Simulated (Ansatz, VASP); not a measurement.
One calculation of Os, two programs

File INCAR:

```
SYSTEM = Os
  PREC = Accurate
  ENCUT = 520
  EDIFF = 1E-8
  ISMEAR = -1
  SIGMA = 0.03
  LREAL = .False.
  LASPH = .True.
  NELM = 80
  ALGO = Normal
  ISIF = 2
  LWAVE = .False.
  LCHARG = .False.
  GGA = PS
  LEFG = .True.
  NBANDS = 10
```

File KPOINTS:

```
regular mesh
0
Gamma
  14 14 14
  0 0 0
```

The input POSCAR:

```
Os
1.0
    0.0000000000      1.9514618415      1.9514618415
    1.9514618415      0.0000000000      1.9514618415
    1.9514618415      1.9514618415      0.0000000000
Os
1
Direct
    0.0000000000      0.0000000000      0.0000000000
```

Input for Ansatz:

```yaml
crystal:
  lattice:
    - [0.0, 1.9514618415, 1.9514618415]
    - [1.9514618415, 0.0, 1.9514618415]
    - [1.9514618415, 1.9514618415, 0.0]
  atoms:
    - { symbol: Os, position: [0.0, 0.0, 0.0] }
kpoints:
  mp_grid: { grid: [14, 14, 14] }
scf:
  occupations: { method: fermi_dirac, width: 0.03 }
hamiltonian:
  xc: pbesol
  pseudopotentials: { kind: paw }
output:
  forces: true
  stress: true
  eigenvalues: true
  efg: { contact_densities: true }
```

Change from the starting cell: volume scaled by 1.01, PAW files.

Alike in both runs: task electric field gradients; functional PBEsol; k mesh 14 × 14 × 14; occupations fermi-dirac, width 0.03 eV; no spin polarisation.

|  | VASP | Ansatz |
| --- | --- | --- |
| version | VASP 6.6.1 | Ansatz 0.2.0 |
| potentials or method | VASP PAW PBE potentials, release 64 (Os) | PAW with Ansatz's default frozen-core files, scalar-relativistic |
| plane-wave cutoff (eV) | 520 | 420 |
| valence electrons in the cell | 8 | 16 |

```tsv
	VASP	Ansatz	Ansatz less VASP
pressure (GPa)	-23.2	-23.1	+0.10
```

VASP's potentials were made for PBE, not for PBEsol. The functional is the same, so the differences come from potentials, cutoffs and numerics. VASP's potentials hold 8 valence electrons a cell and Ansatz's 16, so a difference there can come from the potentials and not from the codes.

Spin-orbit coupling is off throughout.
